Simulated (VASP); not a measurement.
# InAs (F-43m) in VASP: a series of runs, part 2 of 2

VASP 6.6.1.

## (5) Relaxation of cell and atoms, PBE, target pressure -3 GPa, at which the enthalpy is minimised

This run uses another cell than the first one, of 30.46 Å³/atom.

INCAR reads:

```
SYSTEM = InAs
PREC = Accurate ; ENCUT = 600
EDIFF = 1E-6 ; ISMEAR = 0
SIGMA = 0.1 ; LREAL = .FALSE.
LASPH = .TRUE. ; NELM = 100
ALGO = Normal ; ISIF = 3
LWAVE = .FALSE. ; LCHARG = .FALSE.
GGA = PE ; IBRION = 2
NSW = 70 ; EDIFFG = -0.008
PSTRESS = -30.0
```

KPOINTS reads:

```
regular mesh
0
G
  12 12 12
  0 0 0
```

POSCAR reads:

```
InAs
1.0
    0.0000000000      3.1230995686      3.1230995686
    3.1230995686      0.0000000000      3.1230995686
    3.1230995686      3.1230995686      0.0000000000
In As
1 1
Direct
    0.7500000000      0.7500000000      0.7500000000
    0.0000000000      0.0000000000      0.0000000000
```

Potentials or basis: VASP PAW PBE potentials, release 64 (In_d, As).

Run with:

```console
cat potpaw_PBE.64/In_d/POTCAR potpaw_PBE.64/As/POTCAR > POTCAR
mpirun -np 1 vasp_std > vasp.out
```

OUTCAR:

```text
SYSTEM = InAs
   PREC = Accurate
   ENCUT = 600
   EDIFF = 1E-6
   ISMEAR = 0
   LREAL = .FALSE.
   LASPH = .TRUE.
   NELM = 100
   ISIF = 3
   GGA = PE
   IBRION = 2
   NSW = 70
   EDIFFG = -0.008
   PSTRESS = -30.0

 ion  position               nearest neighbor table
   1  0.750  0.750  0.750-   2 2.70   2 2.70   2 2.70   2 2.70
   2  0.000  0.000  0.000-   1 2.70   1 2.70   1 2.70   1 2.70

  LATTYP: Found a face centered cubic cell.
 ALAT       =     6.2461991372

  Lattice vectors:

 A1 = (   0.0000000000,   3.1230995686,   3.1230995686)
 A2 = (   3.1230995686,   0.0000000000,   3.1230995686)
 A3 = (   3.1230995686,   3.1230995686,   0.0000000000)

Analysis of symmetry for initial positions (statically):
=====================================================================
 Subroutine PRICEL returns:
 Original cell was already a primitive cell.

 Routine SETGRP: Setting up the symmetry group for a
 face centered cubic supercell.

 Subroutine GETGRP returns: Found 24 space group operations
 (whereof 24 operations were pure point group operations)
 out of a pool of 48 trial point group operations.

The static configuration has the point symmetry T_d .

Analysis of symmetry for dynamics (positions and initial velocities):
=====================================================================
 Subroutine PRICEL returns:
 Original cell was already a primitive cell.

 Routine SETGRP: Setting up the symmetry group for a
 face centered cubic supercell.
[... 231 lines left out ...]

 Free energy of the ion-electron system (eV)
  ---------------------------------------------------
  ext. energy  EPLUGINS =         0.00000000
  ---------------------------------------------------
  free energy    TOTEN  =        -7.67477853 eV

  energy without entropy =       -7.67461399  energy(sigma->0) =       -7.67469626

 E-fermi :   3.2454     XC(G=0):  -8.4798

 val. band max:        3.1741892952   @ k =   0.0000   0.0000   0.0000
 cond. band min:       3.6275105313   @ k =   0.0833   0.0000   0.0000
 fundamental gap:      0.4533212361
 Fermi energy:         3.2453785967

 k-point     1 :       0.0000    0.0000    0.0000
  band No.  band energies     occupation
      1     -10.9920      2.00000
      2     -10.9920      2.00000
      3     -10.9920      2.00000
      4     -10.9153      2.00000
      5     -10.9153      2.00000
      6      -7.8614      2.00000
      7       2.2664      2.00000
      8       3.1742      1.68595
      9       3.1742      1.68595
     10       3.1742      1.68595
     11       6.9977      0.00000
     12       6.9977      0.00000
     13       6.9977      0.00000
[... 354 lines left out ...]
  band No.  band energies     occupation
      1     -11.0653      2.00000
      2     -10.9692      2.00000
      3     -10.9660      2.00000
      4     -10.9144      2.00000
      5     -10.9113      2.00000
      6      -6.6785      2.00000
      7      -1.8710      2.00000
      8       1.1803      2.00000
      9       2.1540      2.00000
     10       5.0460      0.00000
     11       7.4400      0.00000
     12       8.3615      0.00000
     13       9.5289      0.00000

 [... further k-points ...]

------------------------ aborting loop because EDIFF is reached ----------------------------------------

  FORCE on cell =-STRESS in cart. coord.  units (eV):
  Direction    XX          YY          ZZ          XY          YZ          ZX
  --------------------------------------------------------------------------------------
  -------------------------------------------------------------------------------------
  Total       -1.1846163     -1.1846163     -1.1846163      0.0000000      0.0000000     -0.0000000
  in kB      -29.7582786    -29.7582786    -29.7582786      0.0000000      0.0000000     -0.0000000
  external PRESSURE =       0.2417214 kB  Pullay stress =     -30.0000000 kB
[... 21 lines left out ...]
  energy  without entropy=       -7.6746139943  energy(sigma->0) =       -7.67469626

  enthalpy is  TOTEN    =        -8.8690173078 eV   P V=       -1.1942387782

 reached required accuracy - stopping structural energy minimisation
```

OSZICAR:

```text
N       E                     dE             d eps       ncg     rms          rms(c)
DAV:   1     0.111068638503E+03    0.11107E+03   -0.95654E+03  1872   0.167E+03
DAV:   2     0.779574005446E+00   -0.11029E+03   -0.10743E+03  1897   0.342E+02
DAV:   3    -0.772382962254E+01   -0.85034E+01   -0.83597E+01  2467   0.918E+01
[... 23 lines left out ...]
DAV:   1    -0.767543885672E+01   -0.30960E-02   -0.17121E-02  2352   0.266E+00    0.160E-01
DAV:   2    -0.767487087266E+01    0.56798E-03   -0.12285E-03  2247   0.823E-01    0.587E-02
DAV:   3    -0.767477708447E+01    0.93788E-04   -0.31337E-04  2437   0.371E-01    0.304E-02
DAV:   4    -0.767477761930E+01   -0.53484E-06   -0.10397E-05  1907   0.344E-02    0.212E-02
DAV:   5    -0.767477852958E+01   -0.91028E-06   -0.98834E-07  1453   0.119E-02
   3 F= -.88690173E+01 E0= -.88689350E+01  d E =-.150118E-01
```

CONTCAR:

```text
InAs
   1.00000000000000
    -0.0000000000000000    3.1711503536020076    3.1711503536020076
     3.1711503536020076   -0.0000000000000000    3.1711503536020076
     3.1711503536020076    3.1711503536020076   -0.0000000000000000
  In              As
     1     1
Direct
     0.7500000000000000    0.7500000000000000    0.7500000000000000
     0.0000000000000000    0.0000000000000000    0.0000000000000000

  0.00000000E+00  0.00000000E+00  0.00000000E+00
  0.00000000E+00  0.00000000E+00  0.00000000E+00
```

Run time: 3 min. Hardware: 1 thread of Intel Xeon 8259CL, shared host; peak memory 0.27 GiB.

Results:

* Free energy: -7.6748 eV
* Relaxed volume: 31.89 Å³/atom
* Relaxed cell: a = 4.485 Å, b = 4.485 Å, c = 4.485 Å, α = 60.00°, β = 60.00°, γ = 60.00°
* Space group after relaxing (to 0.1 Å): F-43m (No. 216)
* Energy change on relaxing (the run minimises the enthalpy): +19.2 meV/atom
* Ionic steps: 3
* Pressure after relaxing: -3.0 GPa
* Band gap on the k mesh: zero (filled and empty bands touch)

The path:
```csv
step,energy change (eV),largest force (eV/Å),pressure (GPa),volume (Å³)
1,0.0000,0.0000,-1.25,60.92
2,0.0409,0.0000,-3.07,63.91
3,0.0385,0.0000,-2.98,63.78
```

Final structure:
```
In As
1.0
     0.00000    3.17115    3.17115
     3.17115    0.00000    3.17115
     3.17115    3.17115    0.00000
In As
1 1
Cartesian
  4.7567 4.7567 4.7567
  0.0000 0.0000 0.0000
```

Caveat: the cell is relaxed towards a set pressure, so the run minimises the enthalpy, not the energy; semilocal functionals underestimate gaps, so a narrow gap can read as zero; spin-orbit coupling is left out, which moves the levels of the heavy elements.

## (6) Summary

| cell | k mesh | gap on the mesh (eV) | pressure (GPa) |
| --- | --- | --- | --- |
| relaxed from a = 4.318 Å, angles 60.0°, 2 atoms | 12 × 12 × 12 | none | 0.0 |
| relaxed to 3 GPa from a = 4.334 Å, angles 60.0°, 2 atoms | 12 × 12 × 12 | none | 3.0 |
| relaxed to 60 GPa from a = 3.850 Å, angles 60.0°, 2 atoms | 14 × 14 × 14 | 0.68 | 60.0 |
| relaxed to -3 GPa from a = 4.417 Å, angles 60.0°, 2 atoms | 12 × 12 × 12 | none | -3.0 |

Alike in all rows: task relaxation of cell and atoms; level PBE; potentials or basis VASP PAW PBE potentials, release 64 (In_d, As); no spin polarisation; cutoff (eV) 600; smearing gaussian 0.1 eV.

Caveats: spin-orbit coupling is left out, which moves the levels of the heavy elements; semilocal functionals underestimate gaps, so a narrow gap can read as zero (at least some runs); the cell is relaxed towards a set pressure, so the run minimises the enthalpy, not the energy (at least some runs).

Absolute energies hang on the potentials; compare differences alone.
